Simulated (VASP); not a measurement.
# BN in VASP: further runs

Runs on BN. Level: r2SCAN. Tasks: single point.

Program: VASP 6.6.1. These are calculated values, not measurements. Logs are shortened: lines on timing, memory, paths and dates and some standing lists are left out, and cuts for length are marked.

### 1 The cell of the first run

The cell holds a wire or tube with vacuum around it, 2 atoms: a = 9.000 Å, b = 9.300 Å, c = 2.607 Å, α = 90.00°, β = 90.00°, γ = 90.00°.

### 2 Single point, r2SCAN, collinear spin, ferromagnetic start

Contents of POSCAR:

```
BN
1.0
    9.0000000000      0.0000000000      0.0000000000
    0.0000000000      9.3000000000      0.0000000000
    0.0000000000      0.0000000000      2.6069067269
B N
1 1
Direct
    0.5000000000      0.5000000000      0.0000000000
    0.5000000000      0.5000000000      0.5000000000
```

Contents of INCAR.step1:

```
  PREC = Accurate
  ENCUT = 520
  ISMEAR = 0
  SIGMA = 0.05
  LREAL = False
  LASPH = True
  NELM = 150
  ISPIN = 2
  MAGMOM = 0.5 0.5
  NBANDS = 15
  GGA = PE
  ALGO = Normal
  EDIFF = 1E-4
  LWAVE = True
  LCHARG = False
```

Contents of INCAR.step2:

```
  PREC = Accurate
  ENCUT = 520
  EDIFF = 1E-6
  ISMEAR = 0
  SIGMA = 0.05
  LREAL = False
  LASPH = True
  NELM = 150
  ALGO = Normal
  ISIF = 2
  LWAVE = False
  LCHARG = False
  ISPIN = 2
  MAGMOM = 0.5 0.5
  LORBIT = 11
  METAGGA = R2SCAN
  LMIXTAU = True
  NBANDS = 15
  ISTART = 1
```

Contents of KPOINTS:

```
Automatic mesh
0
Gamma
  1 1 23
```

Potentials or basis: VASP PAW PBE potentials, release 64 (B, N).

Started as:

```console
cat potpaw_PBE.64/B/POTCAR potpaw_PBE.64/N/POTCAR > POTCAR
cp INCAR.step1 INCAR
mpirun -np 1 vasp_std > vasp.out
cp INCAR.step2 INCAR
mpirun -np 1 vasp_std > vasp.out
```

OUTCAR:

```text
PREC = Accurate
   ENCUT = 520
   EDIFF = 1E-6
   ISMEAR = 0
   LREAL = False
   LASPH = True
   NELM = 150
   ISIF = 2
   ISPIN = 2
   LORBIT = 11
   METAGGA = R2SCAN
   ISTART = 1

 ion  position               nearest neighbor table
   1  0.500  0.500  0.000-   2 1.30   2 1.30
   2  0.500  0.500  0.500-   1 1.30   1 1.30

  LATTYP: Found a simple orthorhombic cell.
 ALAT       =     2.6069067269
 B/A-ratio  =     3.4523674772
 C/A-ratio  =     3.5674463931

  Lattice vectors:

 A1 = (   0.0000000000,   0.0000000000,   2.6069067269)
 A2 = (   9.0000000000,   0.0000000000,   0.0000000000)
 A3 = (   0.0000000000,   9.3000000000,   0.0000000000)

Analysis of symmetry for initial positions (statically):
=====================================================================
 Subroutine PRICEL returns:
 Original cell was already a primitive cell.

 Routine SETGRP: Setting up the symmetry group for a
 simple orthorhombic supercell.

 Subroutine GETGRP returns: Found  8 space group operations
 (whereof  8 operations were pure point group operations)
 out of a pool of  8 trial point group operations.

The static configuration has the point symmetry D_2h.

Analysis of symmetry for dynamics (positions and initial velocities):
=====================================================================
 Subroutine PRICEL returns:
 Original cell was already a primitive cell.

 Routine SETGRP: Setting up the symmetry group for a
 simple orthorhombic supercell.

 Subroutine GETGRP returns: Found  8 space group operations
 (whereof  8 operations were pure point group operations)
 out of a pool of  8 trial point group operations.

The dynamic configuration has the point symmetry D_2h.

Analysis of structural, dynamic, and magnetic symmetry:
=====================================================================
 Subroutine PRICEL returns:
 Original cell was already a primitive cell.

 Routine SETGRP: Setting up the symmetry group for a
 simple orthorhombic supercell.

 Subroutine GETGRP returns: Found  8 space group operations
 (whereof  8 operations were pure point group operations)
 out of a pool of  8 trial point group operations.

The overall configuration has the point symmetry D_2h.

 Subroutine INISYM returns: Found  8 space group operations
 (whereof  8 operations are pure point group operations),
 and found     1 'primitive' translations

----------------------------------------------------------------------------------------

                                     Primitive cell

  volume of cell :     218.1981

  direct lattice vectors                    reciprocal lattice vectors
     9.000000000  0.000000000  0.000000000     0.111111111  0.000000000  0.000000000
     0.000000000  9.300000000  0.000000000     0.000000000  0.107526882  0.000000000
     0.000000000  0.000000000  2.606906727     0.000000000  0.000000000  0.383596386

  length of vectors
     9.000000000  9.300000000  2.606906727     0.111111111  0.107526882  0.383596386

  position of ions in fractional coordinates (direct lattice)
     0.500000000  0.500000000  0.000000000
     0.500000000  0.500000000  0.500000000

  ion indices of the primitive-cell ions
   primitive index   ion index
                 1           1
                 2           2

----------------------------------------------------------------------------------------

 KPOINTS: Automatic mesh

Automatic generation of k-mesh.
 Grid dimensions read from file:
 generate k-points for:    1    1   23

 Generating k-lattice:

  Cartesian coordinates                     Fractional coordinates (reciprocal lattice)
     0.111111111  0.000000000  0.000000000     1.000000000  0.000000000  0.000000000
     0.000000000  0.107526882  0.000000000     0.000000000  1.000000000  0.000000000
     0.000000000  0.000000000  0.016678104     0.000000000  0.000000000  0.043478261

  Length of vectors
     0.111111111  0.107526882  0.016678104

  Shift w.r.t. Gamma in fractional coordinates (k-lattice)
     0.000000000  0.000000000  0.000000000

 Subroutine IBZKPT returns following result:
 ===========================================

 Found     12 irreducible k-points:

 Following reciprocal coordinates:
            Coordinates               Weight
  0.000000  0.000000  0.000000      1.000000
[... 27 lines left out ...]
   ENCUT  =  520.0 eV  38.22 Ry    6.18 a.u.  16.73 17.29  4.85*2*pi/ulx,y,z
   NELM   =    150;   NELMIN=  2; NELMDL=  0     # of ELM steps
   EDIFF  = 0.1E-05   stopping-criterion for ELM
   LREAL  =      F    real-space projection
   EDIFFG = 0.1E-04   stopping-criterion for IOM
   NSW    =      0    number of steps for IOM
   IBRION =     -1    ionic relax: 0-MD 1-quasi-New 2-CG
   NFREE  =      0    steps in history (QN), initial steepest desc. (CG)
   ISIF   =      2    stress and relaxation
   ISYM   =      2    0-nonsym 1-usesym 2-fastsym
   POTIM  = 0.5000    time-step for ionic-motion
   TEBEG  =    0.0;   TEEND  =   0.0 temperature during run
   PSTRESS=    0.0 pullay stress
   NELECT =       8.0000    total number of electrons
   NUPDOWN=      -1.0000    fix difference up-down
   EMIN   =  10.00;   EMAX   =-10.00  energy-range for DOS
   EFERMI =   0.00;   METHOD = LEGACY
   ISMEAR =     0;   SIGMA  =   0.05  broadening in eV -4-tet -1-fermi 0-gaus
   EFERMI_NEDOS =   21; number of points for ismear=-14 and -15
   IALGO  =     38    algorithm
   IMIX   =      4    mixing-type and parameters
     AMIX     =   0.40;   BMIX     =  1.00
     AMIX_MAG =   1.60;   BMIX_MAG =  1.00
  volume/ion in A,a.u.               =     109.10       736.24
  Fermi-wavevector in a.u.,A,eV,Ry     =   0.543861  1.027748  4.024395  0.295785
  Thomas-Fermi vector in A             =   1.572526
   LORBIT       =     11    0 simple, 1 ext, 2 COOP (PROOUT), +10 PAW based schemes
   METAGGA = R2SCAN    functional components
   LHFCALC =     F    Hartree Fock is set to
   AEXX    =    0.0000 exact exchange contribution
   IVDW    =     0    specifies the selected vdW correction
   LEPSILON=     F    determine dielectric tensor
   LRPA    =     F    only Hartree local field effects (RPA)
 spin polarized calculation
 Gauss-broadening in eV      SIGMA  =   0.05
  energy-cutoff  :      520.00
  volume of cell :      218.20
 maximum number of plane-waves:      5908
 NGX is ok and might be reduce to    70
   NGX = 33   NGY = 35   NGZ =  9

 number of electron       7.9999999 magnetization       0.0000000

 number of electron       7.9999999 magnetization      -0.0000175

 Free energy of the ion-electron system (eV)
  ---------------------------------------------------
  ext. energy  EPLUGINS =         0.00000000
  ---------------------------------------------------
  free energy    TOTEN  =       -17.55057383 eV

  energy without entropy =      -17.55057383  energy(sigma->0) =      -17.55057383

 E-fermi :  -5.6750     XC(G=0):  -1.5357

 val. band max:       -5.9934722820   @ k =   0.0000   0.0000   0.4783
 cond. band min:      -1.2701774764   @ k =   0.0000   0.0000   0.4783
 fundamental gap:      4.7232948056
 Fermi energy:        -5.6750180468

 spin component 1

 k-point     1 :       0.0000    0.0000    0.0000
  band No.  band energies     occupation
      1     -22.0614      1.00000
      2     -12.9973      1.00000
      3      -9.3871      1.00000
      4      -9.3871      1.00000
      5      -0.1116      0.00000
      6       1.8542      0.00000
      7       1.9470      0.00000
      8       1.9826      0.00000
      9       2.0595      0.00000
     10       3.1789      0.00000
     11       3.8820      0.00000
     12       3.9033      0.00000
     13       3.9034      0.00000
     14       5.9323      0.00000
[... 184 lines left out ...]
      1     -21.4704      1.00000
      2     -14.4753      1.00000
      3      -5.9935      1.00000
      4      -5.9935      1.00000
      5      -1.2701      0.00000
      6      -1.2700      0.00000
      7       4.8171      0.00000
      8       5.8015      0.00000
      9       6.9090      0.00000
     10       7.0605      0.00000
     11       7.1161      0.00000
     12       7.2331      0.00000
     13       7.8976      0.00000
     14       8.0345      0.00000
     15       8.0880      0.00000
 Fermi energy:        -5.6750180468

 spin component 2

 k-point     1 :       0.0000    0.0000    0.0000
  band No.  band energies     occupation
      1     -22.0614      1.00000
      2     -12.9972      1.00000
      3      -9.3871      1.00000
      4      -9.3871      1.00000
      5      -0.1114      0.00000
      6       1.8539      0.00000
      7       1.9478      0.00000
      8       1.9838      0.00000
      9       2.0595      0.00000
     10       3.1793      0.00000
     11       3.8825      0.00000
     12       3.9025      0.00000
     13       3.9054      0.00000
     14       5.9325      0.00000
[... 185 lines left out ...]
      2     -14.4753      1.00000
      3      -5.9935      1.00000
      4      -5.9935      1.00000
      5      -1.2702      0.00000
      6      -1.2700      0.00000
      7       4.8173      0.00000
      8       5.8024      0.00000
      9       6.9079      0.00000
     10       7.0619      0.00000
     11       7.1174      0.00000
     12       7.2333      0.00000
     13       7.8978      0.00000
     14       8.0363      0.00000
     15       8.0890      0.00000

------------------------ aborting loop because EDIFF is reached ----------------------------------------

  FORCE on cell =-STRESS in cart. coord.  units (eV):
  Direction    XX          YY          ZZ          XY          YZ          ZX
  --------------------------------------------------------------------------------------
  -------------------------------------------------------------------------------------
  Total       -0.0227210     -0.0226859     -0.1775257      0.0000000      0.0000000      0.0000000
  in kB       -0.1668350     -0.1665772     -1.3035294      0.0000000      0.0000000      0.0000000
  external PRESSURE =      -0.5456472 kB  Pullay stress =       0.0000000 kB

 VOLUME and BASIS-vectors are now :
 -----------------------------------------------------------------------------
  energy-cutoff  :      520.00
  volume of cell :      218.20
      direct lattice vectors                 reciprocal lattice vectors
     9.000000000  0.000000000  0.000000000     0.111111111  0.000000000  0.000000000
     0.000000000  9.300000000  0.000000000     0.000000000  0.107526882  0.000000000
     0.000000000  0.000000000  2.606906727     0.000000000  0.000000000  0.383596386

 POSITION                                       TOTAL-FORCE (eV/Angst)
 -----------------------------------------------------------------------------------
      4.50000      4.65000      0.00000         0.000000      0.000000      0.000000
      4.50000      4.65000      1.30345         0.000000      0.000000      0.000000
 -----------------------------------------------------------------------------------
    total drift:                                0.000000      0.000000      0.000000

  FREE ENERGIE OF THE ION-ELECTRON SYSTEM (eV)
  ---------------------------------------------------
  free  energy   TOTEN  =       -17.5505738307 eV

  energy  without entropy=      -17.5505738307  energy(sigma->0) =      -17.55057383

 total charge

# of ion       s       p       d       tot
------------------------------------------
    1        0.807   1.426   0.000   2.232
    2        1.247   2.813   0.000   4.060
--------------------------------------------------
tot          2.054   4.239   0.000   6.292

 magnetization (x)

# of ion       s       p       d       tot
------------------------------------------
    1       -0.000  -0.000   0.000  -0.000
    2        0.000   0.000   0.000   0.000
--------------------------------------------------
tot         -0.000   0.000   0.000   0.000
```

It took 4.3 min on 1 thread of Intel Xeon 6975P-C (Granite Rapids), shared host; peak memory 0.45 GiB.

Results:

| Quantity | Value |
| --- | --- |
| Free energy | -17.5506 eV |
| Band gap on the k mesh | 4.72 eV |
| Net moment | 0.00 μB per cell |
| Valence electrons inside the program's atomic spheres | B 2.23; N 4.06 |

Caveat: the PAW data sets were made with another functional, which shifts forces and pressure a little.

### 3 Single point, r2SCAN, collinear spin, ferromagnetic start

Contents of POSCAR:

```
BN
1.0
    9.0000000000      0.0000000000      0.0000000000
    0.0000000000      9.3000000000      0.0000000000
    0.0000000000      0.0000000000      2.6069396257
B N
1 1
Direct
    0.5000000000      0.5000000000     -0.0175001303
    0.5000000000      0.5000000000      0.4825001303
```

Contents of INCAR.step1:

```
ALGO = Normal
EDIFF = 1E-4
ENCUT = 520
GGA = PE
ISMEAR = 0
ISPIN = 2
LASPH = T
LCHARG = F
LREAL = F
LWAVE = T
MAGMOM = 0.5 0.5
NBANDS = 15
NELM = 150
PREC = Accurate
SIGMA = 0.05
```

Contents of INCAR.step2:

```
ALGO = Normal
EDIFF = 1E-6
ENCUT = 520
ISIF = 2
ISMEAR = 0
ISPIN = 2
ISTART = 1
LASPH = T
LCHARG = T
LELF = T
LMIXTAU = T
LORBIT = 11
LREAL = F
LVHAR = T
LWAVE = F
MAGMOM = 0.5 0.5
METAGGA = R2SCAN
NBANDS = 15
NELM = 150
PREC = Accurate
SIGMA = 0.05
```

Contents of KPOINTS:

```
k-points
0
Gamma
  1 1 23
```

Potentials or basis: VASP PAW PBE potentials, release 64 (B, N).

Started as:

```console
cat potpaw_PBE.64/B/POTCAR potpaw_PBE.64/N/POTCAR > POTCAR
cp INCAR.step1 INCAR
mpirun -np 1 vasp_std > vasp.out
cp INCAR.step2 INCAR
mpirun -np 1 vasp_std > vasp.out
```

OUTCAR:

```text
EDIFF = 1E-6
   ENCUT = 520
   ISIF = 2
   ISMEAR = 0
   ISPIN = 2
   ISTART = 1
   LASPH = T
   LORBIT = 11
   LREAL = F
   METAGGA = R2SCAN
   NELM = 150
   PREC = Accurate

 ion  position               nearest neighbor table
   1  0.500  0.500  0.982-   2 1.30   2 1.30
   2  0.500  0.500  0.483-   1 1.30   1 1.30

  LATTYP: Found a simple orthorhombic cell.
 ALAT       =     2.6069396257
 B/A-ratio  =     3.4523239093
 C/A-ratio  =     3.5674013730

  Lattice vectors:

 A1 = (   0.0000000000,   0.0000000000,   2.6069396257)
 A2 = (   9.0000000000,   0.0000000000,   0.0000000000)
 A3 = (   0.0000000000,   9.3000000000,   0.0000000000)

Analysis of symmetry for initial positions (statically):
=====================================================================
 Subroutine PRICEL returns:
 Original cell was already a primitive cell.

 Routine SETGRP: Setting up the symmetry group for a
[... 609 lines left out ...]
      7       4.8160      0.00000
      8       5.7991      0.00000
      9       6.9132      0.00000
     10       7.0517      0.00000
     11       7.1121      0.00000
     12       7.2320      0.00000
     13       7.8944      0.00000
     14       8.0245      0.00000
     15       8.0834      0.00000

------------------------ aborting loop because EDIFF is reached ----------------------------------------

  FORCE on cell =-STRESS in cart. coord.  units (eV):
  Direction    XX          YY          ZZ          XY          YZ          ZX
  --------------------------------------------------------------------------------------
  -------------------------------------------------------------------------------------
  Total       -0.0284325     -0.0284483     -0.1794072      0.0000000      0.0000000      0.0000000
  in kB       -0.2087702     -0.2088864     -1.3173285      0.0000000      0.0000000      0.0000000
  external PRESSURE =      -0.5783283 kB  Pullay stress =       0.0000000 kB

 VOLUME and BASIS-vectors are now :
 -----------------------------------------------------------------------------
  energy-cutoff  :      520.00
  volume of cell :      218.20
      direct lattice vectors                 reciprocal lattice vectors
     9.000000000  0.000000000  0.000000000     0.111111111  0.000000000  0.000000000
     0.000000000  9.300000000  0.000000000     0.000000000  0.107526882  0.000000000
     0.000000000  0.000000000  2.606939626     0.000000000  0.000000000  0.383591545

 POSITION                                       TOTAL-FORCE (eV/Angst)
 -----------------------------------------------------------------------------------
      4.50000      4.65000      2.56132         0.000000      0.000000      0.000000
      4.50000      4.65000      1.25785         0.000000      0.000000     -0.000000
 -----------------------------------------------------------------------------------
    total drift:                                0.000000      0.000000     -0.000255

  FREE ENERGIE OF THE ION-ELECTRON SYSTEM (eV)
  ---------------------------------------------------
  free  energy   TOTEN  =       -17.5506139436 eV

  energy  without entropy=      -17.5506139436  energy(sigma->0) =      -17.55061394

 total charge

# of ion       s       p       d       tot
------------------------------------------
    1        0.807   1.425   0.000   2.232
    2        1.247   2.813   0.000   4.060
--------------------------------------------------
tot          2.054   4.238   0.000   6.292

 magnetization (x)

# of ion       s       p       d       tot
------------------------------------------
    1        0.000   0.000   0.000   0.000
    2        0.000   0.000   0.000   0.000
--------------------------------------------------
tot          0.000   0.000   0.000   0.000
```

OSZICAR.step1:

```text
N       E                     dE             d eps       ncg     rms          rms(c)
DAV:   1     0.602470435377E+02    0.60247E+02   -0.24828E+03   736   0.323E+02
DAV:   2    -0.861586621692E+01   -0.68863E+02   -0.62752E+02  1042   0.851E+01
DAV:   3    -0.184898741418E+02   -0.98740E+01   -0.98387E+01   952   0.410E+01
DAV:   4    -0.186668461910E+02   -0.17697E+00   -0.17696E+00   820   0.749E+00
DAV:   5    -0.186681160352E+02   -0.12698E-02   -0.12698E-02   974   0.558E-01    0.102E+01
DAV:   6    -0.152671498300E+02    0.34010E+01   -0.10987E+01   749   0.125E+01    0.409E+00
DAV:   7    -0.155962487713E+02   -0.32910E+00   -0.53156E-01   858   0.358E+00    0.259E+00
DAV:   8    -0.159547523583E+02   -0.35850E+00   -0.34829E-01   862   0.257E+00    0.620E-01
DAV:   9    -0.159735227087E+02   -0.18770E-01   -0.51615E-02   811   0.861E-01    0.317E-01
DAV:  10    -0.159766468386E+02   -0.31241E-02   -0.39308E-03   811   0.306E-01    0.170E-01
DAV:  11    -0.159771425356E+02   -0.49570E-03   -0.10543E-03   825   0.196E-01    0.676E-02
DAV:  12    -0.159775375238E+02   -0.39499E-03   -0.52223E-04   790   0.129E-01    0.589E-02
DAV:  13    -0.159783759994E+02   -0.83848E-03   -0.31834E-04   762   0.744E-02    0.312E-02
DAV:  14    -0.159792546250E+02   -0.87863E-03   -0.24463E-04   860   0.566E-02    0.300E-02
DAV:  15    -0.159799559324E+02   -0.70131E-03   -0.52807E-05   846   0.277E-02    0.191E-02
DAV:  16    -0.159805772573E+02   -0.62132E-03   -0.71466E-05   748   0.308E-02    0.919E-03
DAV:  17    -0.159808907476E+02   -0.31349E-03   -0.15762E-05   784   0.165E-02    0.687E-03
DAV:  18    -0.159809775924E+02   -0.86845E-04   -0.58225E-06   828   0.959E-03
   1 F= -.15980978E+02 E0= -.15980978E+02  d E =-.264133E-17  mag=     0.0000
```

It took 2.9 min on 1 thread of Intel Xeon 6975P-C (Granite Rapids), shared host; peak memory 0.44 GiB.

Results:

- Free energy: -17.5506 eV
- Band gap on the k mesh: 4.72 eV
- Net moment: 0.00 μB per cell
- Valence electrons inside the program's atomic spheres: B 2.23; N 4.06

Caveat: the PAW data sets were made with another functional, which shifts forces and pressure a little.
